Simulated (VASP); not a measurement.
# SiO2 in VASP: further runs

Aim: see how the results for SiO2 move with the level of theory and the settings. Levels: PBE, r2SCAN. Tasks: single point.

Program: VASP 6.6.1. These are calculated values, not measurements. Logs are shortened: lines on timing, memory, paths and dates and some standing lists are left out, and cuts for length are marked.

**1. The cell of the first run**

It takes space group Fm-3m (No. 225, cubic). The conventional cell has a = 4.544 Å, b = 4.544 Å, c = 4.544 Å, α = 90.00°, β = 90.00°, γ = 90.00°. Within 2.6 Å of Si (site symmetry m-3m) lie 8 O at 1.97 Å. Within 2.6 Å of O (site symmetry -43m) lie 4 Si at 1.97 Å and 6 O at 2.27 Å.

**2. Single point, PBE (strain +0.3%)**

Input file INCAR:

```
  PREC = Accurate
  ENCUT = 520
  EDIFF = 1E-7
  ISMEAR = -1
  SIGMA = 0.02
  LREAL = False
  LASPH = True
  NELM = 60
  ALGO = Normal
  ISIF = 2
  LWAVE = False
  LCHARG = True
  GGA = PE
  LELF = True
  LVHAR = True
  NBANDS = 15
```

Input file KPOINTS:

```
regular mesh
0
Gamma
  10 10 10
```

Input file POSCAR:

```
SiO2
1.0
    0.0000000000      2.2720937034      2.2720937034
    2.2720937034      0.0000000000      2.2720937034
    2.2720937034      2.2720937034      0.0000000000
Si O
1 2
Direct
    0.0000000000      0.0000000000      0.0000000000
    0.2500000000      0.2500000000      0.2500000000
    0.7500000000      0.7500000000      0.7500000000
```

Potentials or basis: VASP PAW PBE potentials, release 64 (Si, O).

On the command line:

```console
> cat potpaw_PBE.64/Si/POTCAR potpaw_PBE.64/O/POTCAR > POTCAR
> mpirun -np 1 vasp_std > vasp.out
```

OUTCAR:

```text
PREC = Accurate
   ENCUT = 520
   EDIFF = 1E-7
   ISMEAR = -1
   LREAL = False
   LASPH = True
   NELM = 60
   ISIF = 2
   GGA = PE

 ion  position               nearest neighbor table
   1  0.000  0.000  0.000-   2 1.97   3 1.97   3 1.97   3 1.97   3 1.97   2 1.97   2 1.97   2 1.97

   2  0.250  0.250  0.250-   1 1.97   1 1.97   1 1.97   1 1.97
   3  0.750  0.750  0.750-   1 1.97   1 1.97   1 1.97   1 1.97

  LATTYP: Found a face centered cubic cell.
 ALAT       =     4.5441874068

  Lattice vectors:

 A1 = (   0.0000000000,   2.2720937034,   2.2720937034)
 A2 = (   2.2720937034,   0.0000000000,   2.2720937034)
 A3 = (   2.2720937034,   2.2720937034,   0.0000000000)

Analysis of symmetry for initial positions (statically):
=====================================================================
 Subroutine PRICEL returns:
 Original cell was already a primitive cell.

 Routine SETGRP: Setting up the symmetry group for a
 face centered cubic supercell.

 Subroutine GETGRP returns: Found 48 space group operations
 (whereof 48 operations were pure point group operations)
 out of a pool of 48 trial point group operations.

The static configuration has the point symmetry O_h .

Analysis of symmetry for dynamics (positions and initial velocities):
=====================================================================
 Subroutine PRICEL returns:
 Original cell was already a primitive cell.

 Routine SETGRP: Setting up the symmetry group for a
 face centered cubic supercell.

 Subroutine GETGRP returns: Found 48 space group operations
 (whereof 48 operations were pure point group operations)
 out of a pool of 48 trial point group operations.

The dynamic configuration has the point symmetry O_h .

 Subroutine INISYM returns: Found 48 space group operations
 (whereof 48 operations are pure point group operations),
 and found     1 'primitive' translations

----------------------------------------------------------------------------------------

                                     Primitive cell

  volume of cell :      23.4590

  direct lattice vectors                    reciprocal lattice vectors
     0.000000000  2.272093703  2.272093703    -0.220061347  0.220061347  0.220061347
     2.272093703  0.000000000  2.272093703     0.220061347 -0.220061347  0.220061347
     2.272093703  2.272093703  0.000000000     0.220061347  0.220061347 -0.220061347

  length of vectors
     3.213225730  3.213225730  3.213225730     0.381157433  0.381157433  0.381157433

  position of ions in fractional coordinates (direct lattice)
     0.000000000  0.000000000  0.000000000
     0.250000000  0.250000000  0.250000000
[... 82 lines left out ...]
   NSW    =      0    number of steps for IOM
   IBRION =     -1    ionic relax: 0-MD 1-quasi-New 2-CG
   NFREE  =      0    steps in history (QN), initial steepest desc. (CG)
   ISIF   =      2    stress and relaxation
   ISYM   =      2    0-nonsym 1-usesym 2-fastsym
   POTIM  = 0.5000    time-step for ionic-motion
   TEBEG  =    0.0;   TEEND  =   0.0 temperature during run
   PSTRESS=    0.0 pullay stress
   NELECT =      16.0000    total number of electrons
   NUPDOWN=      -1.0000    fix difference up-down
   EMIN   =  10.00;   EMAX   =-10.00  energy-range for DOS
   EFERMI =   0.00;   METHOD = LEGACY
   ISMEAR =    -1;   SIGMA  =   0.02  broadening in eV -4-tet -1-fermi 0-gaus
   EFERMI_NEDOS =   21; number of points for ismear=-14 and -15
   IALGO  =     38    algorithm
   IMIX   =      4    mixing-type and parameters
     AMIX     =   0.40;   BMIX     =  1.00
     AMIX_MAG =   1.60;   BMIX_MAG =  1.00
  volume/ion in A,a.u.               =       7.82        52.77
  Fermi-wavevector in a.u.,A,eV,Ry     =   1.441048  2.723187 28.254140  2.076621
  Thomas-Fermi vector in A             =   2.559724
   LORBIT       =      0    0 simple, 1 ext, 2 COOP (PROOUT), +10 PAW based schemes
   GGA     = PE    functional components
[... 5 lines left out ...]
 non-spin polarized calculation
  energy-cutoff  :      520.00
  volume of cell :       23.46
 maximum number of plane-waves:       643
   NGX = 11   NGY = 11   NGZ = 11

 number of electron      16.0000015 magnetization

 Free energy of the ion-electron system (eV)
  ---------------------------------------------------
  ext. energy  EPLUGINS =         0.00000000
  ---------------------------------------------------
  free energy    TOTEN  =       -19.91514953 eV

  energy without entropy =      -19.91514953  energy(sigma->0) =      -19.91514953

 E-fermi :   9.9933     XC(G=0): -12.3626

 val. band max:        9.4932172949   @ k =   0.5000   0.5000   0.0000
 cond. band min:      11.5370784766   @ k =   0.5000   0.5000   0.0000
 fundamental gap:      2.0438611817
 Fermi energy:         9.9933441761

 k-point     1 :       0.0000    0.0000    0.0000
  band No.  band energies     occupation
      1     -13.3640      2.00000
      2      -6.5734      2.00000
      3       3.7364      2.00000
      4       3.7364      2.00000
      5       3.7364      2.00000
      6       7.2425      2.00000
      7       7.2425      2.00000
      8       7.2425      2.00000
      9      11.5743      0.00000
     10      15.4128      0.00000
     11      15.4128      0.00000
     12      15.4128      0.00000
     13      21.9138      0.00000
     14      21.9138      0.00000
[... 401 lines left out ...]
      2      -8.2793      2.00000
      3      -0.1735      2.00000
      4       1.8248      2.00000
      5       1.8662      2.00000
      6       7.9001      2.00000
      7       8.0882      2.00000
      8       8.1560      2.00000
      9      12.3666      0.00000
     10      16.6740      0.00000
     11      20.5113      0.00000
     12      20.5865      0.00000
     13      21.8157      0.00000
     14      25.0372      0.00000
     15      28.9218      0.00000

 [... further k-points ...]
[... 5 lines left out ...]
  --------------------------------------------------------------------------------------
  -------------------------------------------------------------------------------------
  Total        1.0471765      1.0471765      1.0471765     -0.0000000      0.0000000      0.0000000
  in kB       71.5190543     71.5190543     71.5190543     -0.0000000      0.0000000      0.0000000
  external PRESSURE =      71.5190543 kB  Pullay stress =       0.0000000 kB

 VOLUME and BASIS-vectors are now :
 -----------------------------------------------------------------------------
  energy-cutoff  :      520.00
  volume of cell :       23.46
      direct lattice vectors                 reciprocal lattice vectors
     0.000000000  2.272093703  2.272093703    -0.220061347  0.220061347  0.220061347
     2.272093703  0.000000000  2.272093703     0.220061347 -0.220061347  0.220061347
     2.272093703  2.272093703  0.000000000     0.220061347  0.220061347 -0.220061347

 POSITION                                       TOTAL-FORCE (eV/Angst)
 -----------------------------------------------------------------------------------
      0.00000      0.00000      0.00000         0.000000     -0.000000     -0.000000
      1.13605      1.13605      1.13605        -0.000000     -0.000000      0.000000
      3.40814      3.40814      3.40814         0.000000      0.000000     -0.000000
 -----------------------------------------------------------------------------------
    total drift:                                0.000000      0.000000      0.000000

  FREE ENERGIE OF THE ION-ELECTRON SYSTEM (eV)
  ---------------------------------------------------
  free  energy   TOTEN  =       -19.9151495268 eV

  energy  without entropy=      -19.9151495268  energy(sigma->0) =      -19.91514953
```

OSZICAR:

```text
N       E                     dE             d eps       ncg     rms          rms(c)
DAV:   1     0.501745743242E+02    0.50175E+02   -0.87591E+03  1473   0.100E+03
DAV:   2    -0.205361311709E+02   -0.70711E+02   -0.63493E+02  1837   0.217E+02
DAV:   3    -0.226238087771E+02   -0.20877E+01   -0.20826E+01  1697   0.355E+01
DAV:   4    -0.226311427968E+02   -0.73340E-02   -0.73337E-02  1732   0.250E+00
DAV:   5    -0.226311806296E+02   -0.37833E-04   -0.37833E-04  1718   0.172E-01    0.110E+01
DAV:   6    -0.199119451282E+02    0.27192E+01   -0.52720E+00  1466   0.214E+01    0.402E+00
DAV:   7    -0.199152667225E+02   -0.33216E-02   -0.26162E-01  1718   0.420E+00    0.173E+00
DAV:   8    -0.199132080910E+02    0.20586E-02   -0.14532E-02  1501   0.130E+00    0.510E-01
DAV:   9    -0.199148933792E+02   -0.16853E-02   -0.26601E-03  1585   0.511E-01    0.172E-01
DAV:  10    -0.199151588427E+02   -0.26546E-03   -0.58351E-04  1515   0.184E-01    0.316E-02
DAV:  11    -0.199151453124E+02    0.13530E-04   -0.34834E-05  1851   0.522E-02    0.743E-03
DAV:  12    -0.199151493299E+02   -0.40175E-05   -0.52093E-06  1494   0.178E-02    0.267E-03
DAV:  13    -0.199151494427E+02   -0.11281E-06   -0.57293E-08  1552   0.188E-03    0.202E-03
DAV:  14    -0.199151495268E+02   -0.84090E-07   -0.19864E-08  1216   0.136E-03
   1 F= -.19915150E+02 E0= -.19915150E+02  d E =-.463607E-13
```

stdout:

```text
POSCAR found type information on POSCAR SiO
 POSCAR found :  2 types and       3 ions
 scaLAPACK will be used
 LDA part: xc-table for (Slater+PW92), standard interpolation
 POSCAR, INCAR and KPOINTS ok, starting setup
 FFT: planning ... GRIDC
 FFT: planning ... GRID_SOFT
 FFT: planning ... GRID
 WAVECAR not read
 entering main loop
```

It took 5.7 s on 1 thread of Intel Xeon 6975P-C (Granite Rapids), shared host; peak memory 0.13 GiB.

What came out:

| Property | Result |
| --- | --- |
| Free energy | -19.9151 eV |
| Pressure | 7.2 GPa |
| Band gap on the k mesh | 2.04 eV, direct |

Caveat: the cell differs from its parent crystal (strain +0.3%).

**3. Single point, r2SCAN (strain +0.3%)**

POSCAR is that of step 2.

Input file INCAR.step1:

```
SYSTEM = SiO2
  PREC = Accurate
  ENCUT = 520
  ISMEAR = 0
  SIGMA = 0.01
  LREAL = .FALSE.
  LASPH = .TRUE.
  NELM = 80
  NBANDS = 15
  GGA = PE
  ALGO = Normal
  EDIFF = 1E-4
  LWAVE = .TRUE.
  LCHARG = .FALSE.
```

Input file INCAR.step2:

```
SYSTEM = SiO2
  PREC = Accurate
  ENCUT = 520
  EDIFF = 1E-7
  ISMEAR = 0
  SIGMA = 0.01
  LREAL = .FALSE.
  LASPH = .TRUE.
  NELM = 80
  ALGO = Normal
  ISIF = 2
  LWAVE = .FALSE.
  LCHARG = .TRUE.
  METAGGA = R2SCAN
  LMIXTAU = .TRUE.
  LELF = .TRUE.
  LVHAR = .TRUE.
  NBANDS = 15
  ISTART = 1
```

Input file KPOINTS:

```
Automatic mesh
0
G
  10 10 10
  0 0 0
```

Potentials or basis: VASP PAW PBE potentials, release 64 (Si, O).

On the command line:

```console
> cat potpaw_PBE.64/Si/POTCAR potpaw_PBE.64/O/POTCAR > POTCAR
> cp INCAR.step1 INCAR
> mpirun -np 1 vasp_std > vasp.out
> cp INCAR.step2 INCAR
> mpirun -np 1 vasp_std > vasp.out
```

OUTCAR:

```text
SYSTEM = SiO2
   PREC = Accurate
   ENCUT = 520
   EDIFF = 1E-7
   ISMEAR = 0
   LREAL = .FALSE.
   LASPH = .TRUE.
   NELM = 80
   ISIF = 2
   METAGGA = R2SCAN
   ISTART = 1

 ion  position               nearest neighbor table
   1  0.000  0.000  0.000-   2 1.97   3 1.97   3 1.97   3 1.97   3 1.97   2 1.97   2 1.97   2 1.97

   2  0.250  0.250  0.250-   1 1.97   1 1.97   1 1.97   1 1.97
   3  0.750  0.750  0.750-   1 1.97   1 1.97   1 1.97   1 1.97

  LATTYP: Found a face centered cubic cell.
 ALAT       =     4.5441874068

[... 616 lines left out ...]
     12      21.3373      0.00000
     13      22.4832      0.00000
     14      25.9339      0.00000
     15      29.8175      0.00000

 [... further k-points ...]
[... 5 lines left out ...]
  --------------------------------------------------------------------------------------
  -------------------------------------------------------------------------------------
  Total       -0.3779923     -0.3779923     -0.3779923      0.0000000      0.0000000     -0.0000000
  in kB      -25.8157517    -25.8157517    -25.8157517      0.0000000      0.0000000     -0.0000000
  external PRESSURE =     -25.8157517 kB  Pullay stress =       0.0000000 kB

 VOLUME and BASIS-vectors are now :
 -----------------------------------------------------------------------------
  energy-cutoff  :      520.00
  volume of cell :       23.46
      direct lattice vectors                 reciprocal lattice vectors
     0.000000000  2.272093703  2.272093703    -0.220061347  0.220061347  0.220061347
     2.272093703  0.000000000  2.272093703     0.220061347 -0.220061347  0.220061347
     2.272093703  2.272093703  0.000000000     0.220061347  0.220061347 -0.220061347

 POSITION                                       TOTAL-FORCE (eV/Angst)
 -----------------------------------------------------------------------------------
      0.00000      0.00000      0.00000         0.000000      0.000000      0.000000
      1.13605      1.13605      1.13605        -0.000000     -0.000000     -0.000000
      3.40814      3.40814      3.40814         0.000000      0.000000      0.000000
 -----------------------------------------------------------------------------------
    total drift:                                0.000000      0.000000      0.000000

  FREE ENERGIE OF THE ION-ELECTRON SYSTEM (eV)
  ---------------------------------------------------
  free  energy   TOTEN  =       -25.7786682356 eV

  energy  without entropy=      -25.7786682356  energy(sigma->0) =      -25.77866824
```

OUTCAR.step1:

```text
SYSTEM = SiO2
   PREC = Accurate
   ENCUT = 520
   ISMEAR = 0
   LREAL = .FALSE.
   LASPH = .TRUE.
   NELM = 80
[... 656 lines left out ...]
      0.00000      0.00000      0.00000        -0.000000     -0.000000      0.000000
      1.13605      1.13605      1.13605         0.000000      0.000000     -0.000000
      3.40814      3.40814      3.40814        -0.000000     -0.000000      0.000000
 -----------------------------------------------------------------------------------
    total drift:                                0.000000      0.000000      0.000000

  FREE ENERGIE OF THE ION-ELECTRON SYSTEM (eV)
  ---------------------------------------------------
  free  energy   TOTEN  =       -19.9151452029 eV

  energy  without entropy=      -19.9151452029  energy(sigma->0) =      -19.91514520
```

OSZICAR.step1:

```text
N       E                     dE             d eps       ncg     rms          rms(c)
DAV:   1     0.501748429717E+02    0.50175E+02   -0.87591E+03  1473   0.100E+03
DAV:   2    -0.205361311709E+02   -0.70711E+02   -0.63491E+02  1837   0.217E+02
DAV:   3    -0.226238087771E+02   -0.20877E+01   -0.20826E+01  1697   0.355E+01
DAV:   4    -0.226311427968E+02   -0.73340E-02   -0.73337E-02  1732   0.250E+00
DAV:   5    -0.226311806296E+02   -0.37833E-04   -0.37833E-04  1718   0.172E-01    0.110E+01
DAV:   6    -0.199119451280E+02    0.27192E+01   -0.52720E+00  1466   0.214E+01    0.402E+00
DAV:   7    -0.199152667225E+02   -0.33216E-02   -0.26162E-01  1718   0.420E+00    0.173E+00
DAV:   8    -0.199132080903E+02    0.20586E-02   -0.14532E-02  1501   0.130E+00    0.510E-01
DAV:   9    -0.199148933792E+02   -0.16853E-02   -0.26601E-03  1585   0.511E-01    0.172E-01
DAV:  10    -0.199151588426E+02   -0.26546E-03   -0.58351E-04  1515   0.184E-01    0.316E-02
DAV:  11    -0.199151452029E+02    0.13640E-04   -0.33739E-05  1279   0.522E-02
   1 F= -.19915145E+02 E0= -.19915145E+02  d E =-.653916E-20
```

Run time: 23 s. Hardware: 1 thread of Intel Xeon 6975P-C (Granite Rapids), shared host; peak memory 0.14 GiB.

Results:

```yaml
Free_energy: -25.7787 eV
Pressure: -2.6 GPa
Band_gap_on_the_k_mesh: 2.66 eV, direct
```

Caveat: the cell differs from its parent crystal (strain +0.3%); the PAW data sets were made with another functional, which shifts forces and pressure a little.

[end of part 1 of 2]
